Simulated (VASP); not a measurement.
# Sn in VASP: further runs

The runs below take Sn through single point, with r2SCAN.

Everything below comes from runs of VASP 6.6.1. Logs are shortened: lines on timing, memory, paths and dates and some standing lists are left out, and cuts for length are marked.

## (1) The cell of the first run

Symmetry: Im-3m, No. 229, cubic system. Conventional cell: a = 4.092 Å, b = 4.092 Å, c = 4.092 Å, α = 90.00°, β = 90.00°, γ = 90.00°. Sn (site symmetry m-3m) has 14 Sn at 3.54 to 4.09 Å within 4.7 Å.

This isn't the form of Sn at room conditions, which is tetragonal (white tin).

## (2) Single point, r2SCAN (strain +0.080 along x and y, +0.080 along z)

Input file POSCAR:

```
Sn
1.0
   -2.0462239647      2.0462239647      2.0462239647
    2.0462239647     -2.0462239647      2.0462239647
    2.0462239647      2.0462239647     -2.0462239647
Sn
1
Direct
    0.0000000000      0.0000000000      0.0000000000
```

Input file INCAR.step1:

```
PREC     = Accurate       # precision mode
ENCUT    = 520            # plane-wave cutoff, eV
ISMEAR   = 0              # smearing method
SIGMA    = 0.15           # smearing width, eV
LREAL    = False          # projectors in reciprocal space
LASPH    = True           # aspherical terms in the spheres
NELM     = 100            # most SCF steps
NBANDS   = 13             # bands
GGA      = PE             # functional
ALGO     = Normal         # electronic algorithm
EDIFF    = 1E-4           # SCF threshold, eV
LWAVE    = True           # write WAVECAR
LCHARG   = False          # write CHGCAR
```

Input file INCAR.step2:

```
PREC     = Accurate       # precision mode
ENCUT    = 520            # plane-wave cutoff, eV
EDIFF    = 1E-7           # SCF threshold, eV
ISMEAR   = 0              # smearing method
SIGMA    = 0.15           # smearing width, eV
LREAL    = False          # projectors in reciprocal space
LASPH    = True           # aspherical terms in the spheres
NELM     = 100            # most SCF steps
ALGO     = Normal         # electronic algorithm
ISIF     = 2              # what is computed and relaxed
LWAVE    = False          # write WAVECAR
LCHARG   = False          # write CHGCAR
METAGGA  = R2SCAN         # meta-GGA
LMIXTAU  = True         
NBANDS   = 13             # bands
ISTART   = 1
```

Input file KPOINTS:

```
regular mesh
0
Gamma
  18 18 18
```

Potentials or basis: VASP PAW PBE potentials, release 64 (Sn_d).

Run with:

```
cat potpaw_PBE.64/Sn_d/POTCAR > POTCAR
cp INCAR.step1 INCAR
mpirun -np 1 vasp_std > vasp.out
cp INCAR.step2 INCAR
mpirun -np 1 vasp_std > vasp.out
```

OUTCAR:

```text
PREC = Accurate
   ENCUT = 520
   EDIFF = 1E-7
   ISMEAR = 0
   LREAL = False
   LASPH = True
   NELM = 100
   ISIF = 2
   METAGGA = R2SCAN
   ISTART = 1

 ion  position               nearest neighbor table
   1  0.000  0.000  0.000-

  LATTYP: Found a body centered cubic cell.
 ALAT       =     4.0924479294

  Lattice vectors:

 A1 = (  -2.0462239647,   2.0462239647,   2.0462239647)
 A2 = (   2.0462239647,  -2.0462239647,   2.0462239647)
 A3 = (   2.0462239647,   2.0462239647,  -2.0462239647)

Analysis of symmetry for initial positions (statically):
=====================================================================
 Subroutine PRICEL returns:
 Original cell was already a primitive cell.

 Routine SETGRP: Setting up the symmetry group for a
 body centered cubic supercell.

 Subroutine GETGRP returns: Found 48 space group operations
 (whereof 48 operations were pure point group operations)
 out of a pool of 48 trial point group operations.

The static configuration has the point symmetry O_h .

Analysis of symmetry for dynamics (positions and initial velocities):
=====================================================================
 Subroutine PRICEL returns:
 Original cell was already a primitive cell.

 Routine SETGRP: Setting up the symmetry group for a
 body centered cubic supercell.

 Subroutine GETGRP returns: Found 48 space group operations
 (whereof 48 operations were pure point group operations)
 out of a pool of 48 trial point group operations.

The dynamic configuration has the point symmetry O_h .

 Subroutine INISYM returns: Found 48 space group operations
 (whereof 48 operations are pure point group operations),
 and found     1 'primitive' translations

----------------------------------------------------------------------------------------

                                     Primitive cell

  volume of cell :      34.2704

  direct lattice vectors                    reciprocal lattice vectors
    -2.046223965  2.046223965  2.046223965     0.000000000  0.244352529  0.244352529
     2.046223965 -2.046223965  2.046223965     0.244352529  0.000000000  0.244352529
     2.046223965  2.046223965 -2.046223965     0.244352529  0.244352529  0.000000000

  length of vectors
     3.544163871  3.544163871  3.544163871     0.345566660  0.345566660  0.345566660

  position of ions in fractional coordinates (direct lattice)
     0.000000000  0.000000000  0.000000000

  ion indices of the primitive-cell ions
   primitive index   ion index
                 1           1

----------------------------------------------------------------------------------------

 KPOINTS: regular mesh

Automatic generation of k-mesh.
 Grid dimensions read from file:
 generate k-points for:   18   18   18

 Generating k-lattice:

  Cartesian coordinates                     Fractional coordinates (reciprocal lattice)
     0.000000000  0.013575140  0.013575140     0.055555556  0.000000000  0.000000000
     0.013575140  0.000000000  0.013575140     0.000000000  0.055555556  0.000000000
     0.013575140  0.013575140  0.000000000     0.000000000  0.000000000  0.055555556

  Length of vectors
     0.019198148  0.019198148  0.019198148

  Shift w.r.t. Gamma in fractional coordinates (k-lattice)
     0.000000000  0.000000000  0.000000000

 Subroutine IBZKPT returns following result:
 ===========================================

 Found    195 irreducible k-points:

 Following reciprocal coordinates:
            Coordinates               Weight
  0.000000  0.000000  0.000000      1.000000
  0.055556  0.000000  0.000000     12.000000
  0.111111  0.000000  0.000000     12.000000
  0.166667  0.000000  0.000000     12.000000
  0.222222  0.000000  0.000000     12.000000
  0.277778  0.000000  0.000000     12.000000
[... 16 lines left out ...]
  0.333333  0.111111  0.000000     48.000000
  0.388889  0.111111  0.000000     48.000000
 [... further k-points ...]
   k-points           NKPTS =    195   k-points in BZ     NKDIM =    195   number of bands    NBANDS=     13
   number of dos      NEDOS =    301   number of ions     NIONS =      1
   total plane-waves  NPLWV =  21952
   dimension x,y,z NGX =    28 NGY =   28 NGZ =   28
   dimension x,y,z NGXF=    56 NGYF=   56 NGZF=   56
   ions per type =               1
   NGX,Y,Z   is equivalent  to a cutoff of  13.13, 13.13, 13.13 a.u.
   NGXF,Y,Z  is equivalent  to a cutoff of  26.27, 26.27, 26.27 a.u.
 SYSTEM =  unknown system
   PREC   = accura    normal or accurate (medium, high low for compatibility)
   ISTART =      1    job   : 0-new  1-cont  2-samecut
   ICHARG =      0    charge: 1-file 2-atom 10-const
   ISPIN  =      1    spin polarized calculation?
   LNONCOLLINEAR =      F non collinear calculations
   LSORBIT =      F    spin-orbit coupling
   LASPH  =      T    aspherical Exc in radial PAW
   ENCUT  =  520.0 eV  38.22 Ry    6.18 a.u.   6.59  6.59  6.59*2*pi/ulx,y,z
   NELM   =    100;   NELMIN=  2; NELMDL=  0     # of ELM steps
   EDIFF  = 0.1E-06   stopping-criterion for ELM
   LREAL  =      F    real-space projection
   EDIFFG = 0.1E-05   stopping-criterion for IOM
   NSW    =      0    number of steps for IOM
   IBRION =     -1    ionic relax: 0-MD 1-quasi-New 2-CG
   NFREE  =      0    steps in history (QN), initial steepest desc. (CG)
   ISIF   =      2    stress and relaxation
   ISYM   =      2    0-nonsym 1-usesym 2-fastsym
   POTIM  = 0.5000    time-step for ionic-motion
   TEBEG  =    0.0;   TEEND  =   0.0 temperature during run
   PSTRESS=    0.0 pullay stress
   NELECT =      14.0000    total number of electrons
   NUPDOWN=      -1.0000    fix difference up-down
   EMIN   =  10.00;   EMAX   =-10.00  energy-range for DOS
   EFERMI =   0.00;   METHOD = LEGACY
   ISMEAR =     0;   SIGMA  =   0.15  broadening in eV -4-tet -1-fermi 0-gaus
   EFERMI_NEDOS =   21; number of points for ismear=-14 and -15
   IALGO  =     38    algorithm
   IMIX   =      4    mixing-type and parameters
     AMIX     =   0.40;   BMIX     =  1.00
     AMIX_MAG =   1.60;   BMIX_MAG =  1.00
  volume/ion in A,a.u.               =      34.27       231.27
  Fermi-wavevector in a.u.,A,eV,Ry     =   1.214724  2.295496 20.076143  1.475555
  Thomas-Fermi vector in A             =   2.350135
   LORBIT       =      0    0 simple, 1 ext, 2 COOP (PROOUT), +10 PAW based schemes
   METAGGA = R2SCAN    functional components
   LHFCALC =     F    Hartree Fock is set to
   AEXX    =    0.0000 exact exchange contribution
   IVDW    =     0    specifies the selected vdW correction
   LEPSILON=     F    determine dielectric tensor
   LRPA    =     F    only Hartree local field effects (RPA)
 non-spin polarized calculation
 Gauss-broadening in eV      SIGMA  =   0.15
  energy-cutoff  :      520.00
  volume of cell :       34.27
 maximum number of plane-waves:       947
   NGX = 13   NGY = 13   NGZ = 13

 number of electron      14.0000004 magnetization

 Free energy of the ion-electron system (eV)
  ---------------------------------------------------
  ext. energy  EPLUGINS =         0.00000000
  ---------------------------------------------------
  free energy    TOTEN  =       -24.30378773 eV

  energy without entropy =      -24.29695228  energy(sigma->0) =      -24.30037000

 E-fermi :   5.5148     XC(G=0): -10.0594

 val. band max:        5.5030556994   @ k =  -0.4444   0.5000   0.2778
 cond. band min:       5.5466523930   @ k =   0.1667   0.1667   0.0556
 fundamental gap:      0.0435966937
 Fermi energy:         5.5147874181

 k-point     1 :       0.0000    0.0000    0.0000
  band No.  band energies     occupation
      1     -16.6957      2.00000
      2     -16.6956      2.00000
      3     -16.6956      2.00000
      4     -16.6214      2.00000
      5     -16.6214      2.00000
      6      -4.5861      2.00000
      7      11.8841      0.00000
      8      11.8841      0.00000
      9      11.8841      0.00000
     10      17.1500      0.00000
     11      17.1500      0.00000
     12      17.1500      0.00000
     13      17.9188      0.00000

 k-point     2 :       0.0556    0.0000    0.0000
  band No.  band energies     occupation
      1     -16.6963      2.00000
      2     -16.6945      2.00000
      3     -16.6922      2.00000
      4     -16.6222      2.00000
      5     -16.6215      2.00000
      6      -4.5283      2.00000
      7      11.4063      0.00000
      8      11.6866      0.00000
      9      11.8382      0.00000
     10      16.5618      0.00000
     11      16.5897      0.00000
     12      17.4451      0.00000
     13      17.6641      0.00000

 k-point     3 :       0.1111    0.0000    0.0000
  band No.  band energies     occupation
      1     -16.6982      2.00000
      2     -16.6911      2.00000
      3     -16.6821      2.00000
      4     -16.6243      2.00000
      5     -16.6220      2.00000
      6      -4.3550      2.00000
      7      10.2594      0.00000
      8      11.2014      0.00000
      9      11.7039      0.00000
     10      15.6698      0.00000
     11      15.8651      0.00000
     12      17.3713      0.00000
     13      18.0558      0.00000

 k-point     4 :       0.1667    0.0000    0.0000
  band No.  band energies     occupation
      1     -16.7011      2.00000
      2     -16.6864      2.00000
      3     -16.6665      2.00000
      4     -16.6272      2.00000
      5     -16.6227      2.00000
      6      -4.0672      2.00000
      7       8.8401      0.00000
      8      10.6047      0.00000
      9      11.4960      0.00000
     10      14.8954      0.00000
     11      15.2208      0.00000
     12      17.2771      0.00000
     13      18.2819      0.00000

 k-point     5 :       0.2222    0.0000    0.0000
  band No.  band energies     occupation
      1     -16.7046      2.00000
      2     -16.6816      2.00000
      3     -16.6473      2.00000
      4     -16.6300      2.00000
      5     -16.6235      2.00000
      6      -3.6675      2.00000
      7       7.3564      0.00000
      8      10.0111      0.00000
      9      11.2428      0.00000
     10      14.2613      0.00000
     11      14.6738      0.00000
     12      17.4014      0.00000
     13      18.5994      0.00000
[... 257 lines left out ...]
 k-point    22 :       0.2778    0.1111    0.0000
  band No.  band energies     occupation
      1     -16.7064      2.00000
      2     -16.6756      2.00000
      3     -16.6325      2.00000
      4     -16.6265      2.00000
      5     -16.6070      2.00000
      6      -2.4000      2.00000
      7       4.6314      2.00000
      8       8.0192      0.00000
      9      10.0756      0.00000
     10      13.9625      0.00000
     11      15.3500      0.00000
     12      17.3621      0.00000
     13      20.8257      0.00000

 k-point    23 :       0.3333    0.1111    0.0000
  band No.  band energies     occupation
      1     -16.7089      2.00000
      2     -16.6744      2.00000
      3     -16.6304      2.00000
      4     -16.6273      2.00000
      5     -16.5942      2.00000
      6      -1.7484      2.00000
      7       3.4656      2.00000
      8       7.6665      0.00000
      9       9.8636      0.00000
     10      13.7174      0.00000
     11      15.2608      0.00000
     12      17.8212      0.00000
     13      20.9154      0.00000

 k-point    24 :       0.3889    0.1111    0.0000
  band No.  band energies     occupation
      1     -16.7105      2.00000
      2     -16.6745      2.00000
      3     -16.6287      2.00000
      4     -16.6272      2.00000
      5     -16.5858      2.00000
      6      -1.1386      2.00000
      7       2.5387      2.00000
      8       7.4560      0.00000
      9       9.7313      0.00000
     10      13.5690      0.00000
     11      15.1836      0.00000
     12      18.4283      0.00000
     13      20.3743      0.00000

 [... further k-points ...]

------------------------ aborting loop because EDIFF is reached ----------------------------------------

  FORCE on cell =-STRESS in cart. coord.  units (eV):
  Direction    XX          YY          ZZ          XY          YZ          ZX
  --------------------------------------------------------------------------------------
  -------------------------------------------------------------------------------------
  Total       -1.5312952     -1.5312952     -1.5312952     -0.0000000      0.0000000      0.0000000
  in kB      -71.5896122    -71.5896122    -71.5896122     -0.0000000      0.0000000      0.0000000
  external PRESSURE =     -71.5896122 kB  Pullay stress =       0.0000000 kB

 VOLUME and BASIS-vectors are now :
 -----------------------------------------------------------------------------
  energy-cutoff  :      520.00
  volume of cell :       34.27
      direct lattice vectors                 reciprocal lattice vectors
    -2.046223965  2.046223965  2.046223965     0.000000000  0.244352529  0.244352529
     2.046223965 -2.046223965  2.046223965     0.244352529  0.000000000  0.244352529
     2.046223965  2.046223965 -2.046223965     0.244352529  0.244352529  0.000000000

 POSITION                                       TOTAL-FORCE (eV/Angst)
 -----------------------------------------------------------------------------------
      0.00000      0.00000      0.00000         0.000000      0.000000     -0.000000
 -----------------------------------------------------------------------------------
    total drift:                               -0.000000     -0.000000     -0.000000

  FREE ENERGIE OF THE ION-ELECTRON SYSTEM (eV)
  ---------------------------------------------------
  free  energy   TOTEN  =       -24.3037877271 eV

  energy  without entropy=      -24.2969522779  energy(sigma->0) =      -24.30037000
```

Run time: 7 min. Hardware: 1 thread of Intel Xeon 8259CL, shared host; peak memory 0.22 GiB.

What came out:

```yaml
Free_energy: -24.3038 eV
Pressure: -7.2 GPa
Band_gap_on_the_k_mesh: zero (bands 7 and 8 overlap by 8.26 eV)
```

Caveat: the cell differs from its parent crystal (strain +0.080 along x and y, +0.080 along z); the cell stands under tension; the PAW data sets were made with another functional, which shifts forces and pressure a little; spin-orbit coupling is left out, which moves the levels of the heavy elements.

## (3) Single point, r2SCAN (strain -0.080 along x and y, -0.040 along z)

Input file POSCAR:

```
Sn
1.0
   -1.7430796737      1.7430796737      1.8188657464
    1.7430796737     -1.7430796737      1.8188657464
    1.7430796737      1.7430796737     -1.8188657464
Sn
1
Direct
    0.0000000000      0.0000000000      0.0000000000
```

Input file INCAR.step1:

```
SYSTEM = Sn
ALGO = Normal ; EDIFF = 1E-4
ENCUT = 520 ; GGA = PE
ISMEAR = 0 ; LASPH = .True.
LCHARG = .False. ; LREAL = .False.
LWAVE = .True. ; NBANDS = 13
NELM = 80 ; PREC = Accurate
SIGMA = 0.15
```

Input file INCAR.step2:

```
SYSTEM = Sn
ALGO = Normal ; EDIFF = 1E-6
ENCUT = 520 ; ISIF = 2
ISMEAR = 0 ; ISTART = 1
LASPH = .True. ; LCHARG = .False.
LMIXTAU = .True. ; LREAL = .False.
LWAVE = .False. ; METAGGA = R2SCAN
NBANDS = 13 ; NELM = 80
PREC = Accurate ; SIGMA = 0.15
```

Input file KPOINTS:

```
k-points
0
Gamma
  18 18 18
  0 0 0
```

Potentials or basis: VASP PAW PBE potentials, release 64 (Sn_d).

Run with:

```
cat potpaw_PBE.64/Sn_d/POTCAR > POTCAR
cp INCAR.step1 INCAR
mpirun -np 1 vasp_std > vasp.out
cp INCAR.step2 INCAR
mpirun -np 1 vasp_std > vasp.out
```

It took 5.4 min on 1 thread of Intel Xeon 8259CL, shared host; peak memory 0.25 GiB.

It converged, with:

| Item | Value |
| --- | --- |
| Free energy | -24.2925 eV |
| Pressure | 16.6 GPa |
| Band gap on the k mesh | zero (bands 7 and 8 overlap by 13.80 eV) |

Levels at points of the mesh, in eV from the Fermi level:
| k point | band 5 | band 6 | band 7 | band 8 | band 9 | band 10 |
| --- | --- | --- | --- | --- | --- | --- |
| (0.00, 0.00, 0.00) | -22.23 | -13.45 | 10.41 | 10.75 | 10.75 | 12.72 |
| (0.50, 0.00, 0.00) | -22.09 | -7.05 | -6.00 | 4.79 | 6.83 | 9.66 |
| (0.50, 0.50, 0.00) | -22.07 | -6.67 | -5.86 | 4.08 | 5.94 | 8.81 |
| (0.50, 0.50, 0.50) | -22.11 | -1.56 | -0.98 | -0.53 | -0.53 | 3.91 |

Caveat: the cell differs from its parent crystal (strain -0.080 along x and y, -0.040 along z); the cell stands under pressure; the PAW data sets were made with another functional, which shifts forces and pressure a little; spin-orbit coupling is left out, which moves the levels of the heavy elements.

## (4) Single point, r2SCAN (strain -0.040 along x and y, -0.080 along z)

Input file POSCAR:

```
Sn
1.0
   -1.8188657464      1.8188657464      1.7430796737
    1.8188657464     -1.8188657464      1.7430796737
    1.8188657464      1.8188657464     -1.7430796737
Sn
1
Direct
    0.0000000000      0.0000000000      0.0000000000
```

Input file INCAR.step1:

```
SYSTEM = Sn
  ALGO = Normal
  EDIFF = 1E-4
  ENCUT = 520
  GGA = PE
  ISMEAR = 0
  LASPH = .TRUE.
  LCHARG = .FALSE.
  LREAL = .FALSE.
  LWAVE = .TRUE.
  NBANDS = 13
  NELM = 80
  PREC = Accurate
  SIGMA = 0.15
```

Input file INCAR.step2:

```
SYSTEM = Sn
  ALGO = Normal
  EDIFF = 1E-7
  ENCUT = 520
  ISIF = 2
  ISMEAR = 0
  ISTART = 1
  LASPH = .TRUE.
  LCHARG = .FALSE.
  LMIXTAU = .TRUE.
  LREAL = .FALSE.
  LWAVE = .FALSE.
  METAGGA = R2SCAN
  NBANDS = 13
  NELM = 80
  PREC = Accurate
  SIGMA = 0.15
```

Input file KPOINTS:

```
k-points
0
G
  18 18 18
  0 0 0
```

Run with:

```
cat potpaw_PBE.64/Sn_d/POTCAR > POTCAR
cp INCAR.step1 INCAR
mpirun -np 1 vasp_std > vasp.out
cp INCAR.step2 INCAR
mpirun -np 1 vasp_std > vasp.out
```

Run time: 7.8 min. Hardware: 1 thread of Intel Xeon 8259CL, shared host; peak memory 0.25 GiB.

The run converged. Its results:

```
Free energy            : -24.3797 eV
Pressure               : 11.8 GPa
Band gap on the k mesh : zero (bands 7 and 8 overlap by 13.16 eV)
```

Stress tensor (GPa, compression positive):
```
12.11  0.00  0.00
 0.00 12.11  0.00
 0.00  0.00 11.09
```

Levels at points of the mesh, in eV from the Fermi level:
| k point | band 5 | band 6 | band 7 | band 8 | band 9 | band 10 |
| --- | --- | --- | --- | --- | --- | --- |
| (0.00, 0.00, 0.00) | -22.19 | -13.05 | 9.97 | 9.97 | 10.49 | 13.00 |
| (0.50, 0.00, 0.00) | -22.06 | -6.73 | -5.63 | 4.15 | 6.12 | 8.92 |
| (0.50, 0.50, 0.00) | -22.07 | -7.12 | -5.76 | 4.85 | 7.01 | 9.79 |
| (0.50, 0.50, 0.50) | -22.08 | -1.29 | -1.15 | -1.15 | -0.12 | 3.85 |

Caveat: the cell differs from its parent crystal (strain -0.040 along x and y, -0.080 along z); the cell stands under pressure; the PAW data sets were made with another functional, which shifts forces and pressure a little; spin-orbit coupling is left out, which moves the levels of the heavy elements.

## (5) Summary

| cell | gap on the mesh (eV) | pressure (GPa) |
| --- | --- | --- |
| a = 3.544 Å, angles 109.5°, 1 atom | none | -7.2 |
| a = 3.063 Å, angles 110.6, 110.6, 107.2°, 1 atom | none | 16.6 |
| a = 3.107 Å, angles 108.3, 108.3, 111.8°, 1 atom | none | 11.8 |

Alike in all rows: task single point; level r2SCAN; potentials or basis VASP PAW PBE potentials, release 64 (Sn_d); no spin polarisation; k mesh 18 × 18 × 18; cutoff (eV) 520; smearing gaussian 0.15 eV.

Caveats: the PAW data sets were made with another functional, which shifts forces and pressure a little; spin-orbit coupling is left out, which moves the levels of the heavy elements; the cell stands under pressure (at least some runs); the cell stands under tension (at least some runs).

Absolute energies hang on the potentials; compare differences alone.
